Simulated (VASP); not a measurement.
Write the native input for VASP 6.6.1 that does the following.

| Quantity | Value |
| --- | --- |
| Task | single point |
| Functional | PBE |
| Potentials or basis | VASP PAW PBE potentials, release 64 (Al) |
| Cutoff | 500 eV |
| k mesh | 10 × 10 × 10 |
| Occupations | methfessel-paxton, width 0.011 eV |
| Spin | no spin polarisation |
| Dipole correction | no |
| Further INCAR settings | ALGO = Normal; EDIFF = 1e-06; NBANDS = 8 |

The structure of Al lies in POSCAR:

```
Al
1.0
   -1.5912186900      1.5912186900      1.5912186900
    1.5912186900     -1.5912186900      1.5912186900
    1.5912186900      1.5912186900     -1.5912186900
Al
1
Direct
    0.0000000000      0.0000000000      0.0000000000
```

The input as run:

INCAR

```
  PREC = Accurate
  ENCUT = 500
  EDIFF = 1E-6
  ISMEAR = 1
  SIGMA = 0.011
  LREAL = F
  LASPH = T
  NELM = 120
  ALGO = Normal
  ISIF = 2
  LWAVE = F
  LCHARG = F
  GGA = PE
  NBANDS = 8
  GGA_COMPAT = F
```

KPOINTS

```
Automatic mesh
0
Gamma
  10 10 10
```

Potentials or basis: VASP PAW PBE potentials, release 64 (Al).

The run is started by

```bash
$ cat potpaw_PBE.64/Al/POTCAR > POTCAR
$ mpirun -np 1 vasp_std > vasp.out
```

It gave:

```json
{
 "Pressure": "4.2 GPa"
}
```

It took 8.8 s on 1 thread of AMD EPYC 7R13 (shared host), peak memory 0.09 GiB.
